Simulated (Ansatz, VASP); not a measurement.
One calculation of Te2Mo, two programs

```
CELL_PARAMETERS angstrom
3.55666 0.00000 0.00000
-1.77833 3.08016 0.00000
0.00000 0.00000 14.71835
ATOMIC_POSITIONS crystal
Te 0.33333 0.66667 0.62723
Te 0.66667 0.33333 0.12723
Te 0.66667 0.33333 0.37277
Te 0.33333 0.66667 0.87277
Mo 0.33333 0.66667 0.25000
Mo 0.66667 0.33333 0.75000
```

Change from the starting cell: strain along c alone, the other axes held, atoms relaxed: -4.0 %.

Alike in both runs: functional PBE; k mesh 12 × 12 × 2; occupations gaussian, width 0.02 eV; no spin polarisation.

Ansatz relaxed the structure, and its values are those at the end. VASP's run is a single point on that final structure, the one shown.

```csv
,VASP,Ansatz
version,VASP 6.6.1,Ansatz 0.2.0
potentials or method,"VASP PAW PBE potentials, release 64 (Te, Mo_sv), cutoff 520 eV","scalar-relativistic, plane waves, PAW"
valence electrons in the cell,52,92
```

```tsv
	VASP	Ansatz	Ansatz less VASP
gap on the k mesh at the Fermi level (eV)	0.94	0.94	-0.004
least direct gap on the mesh (eV)	1.01	1.01	+0.001
pressure (GPa)	0.2	0.2	-0.01
rms of the force components (eV/Å)	0.006	0.001	-0.0050
```

VASP's potentials hold 52 valence electrons a cell and Ansatz's 92, so a difference there can come from the potentials and not from the codes. Ansatz's warnings: stress scf threshold loose.

Spin-orbit coupling is off throughout.
